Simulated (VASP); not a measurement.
A run of VASP 6.6.1 is set up as follows.

Contents of INCAR:

```
SYSTEM = Na3TlCl4
ALGO = Normal ; EDIFF = 1E-7
ENCUT = 520 ; GGA = PE
ISIF = 2 ; ISMEAR = 0
LASPH = .True. ; LCHARG = .True.
LELF = .True. ; LREAL = .False.
LVHAR = .True. ; LWAVE = .False.
NBANDS = 41 ; NELM = 100
PREC = Accurate ; SIGMA = 0.1
```

File KPOINTS:

```
k-points
0
Gamma
  4 4 4
  0 0 0
```

The input POSCAR:

```
Na3TlCl4
1.0
    4.5249477899     -4.1401375454      0.0000000000
    4.5249477899      4.1401375454      0.0000000000
   -4.4219760976      0.0000000000      5.7632052124
Na Tl Cl
3 1 4
Direct
    0.4033447808      0.5966552192      0.5000000000
    0.5994923760      0.4005076240      0.0000000000
    0.1340375885      0.8659624115      0.0000000000
    0.9047772929      0.0952227071      0.5000000000
    0.1255321852      0.4405373999      0.0407901064
    0.5594626001      0.8744678148      0.9592098936
    0.4145732599      0.1449234447      0.5092432336
    0.8550765553      0.5854267401      0.4907567664
```

Potentials or basis: VASP PAW PBE potentials, release 64 (Na_pv, Tl_d, Cl).

The run is started by

```sh
$ cat potpaw_PBE.64/Na_pv/POTCAR potpaw_PBE.64/Tl_d/POTCAR potpaw_PBE.64/Cl/POTCAR > POTCAR
$ mpirun -np 1 vasp_std > vasp.out
```

**Question.** Predict the pressure.

**Answer.** 0.1 GPa.

**Question.** Predict the largest force.

**Answer.** 0.105 eV/Å.

Forces in eV/Å, atoms in the order of the input:
```
Na   0.000  0.058  0.000
Na   0.000 -0.075  0.000
Na   0.000  0.086  0.000
Tl   0.000 -0.032  0.000
Cl  -0.068 -0.075 -0.027
Cl   0.068 -0.075  0.027
Cl  -0.067  0.056 -0.033
Cl   0.067  0.056  0.033
```
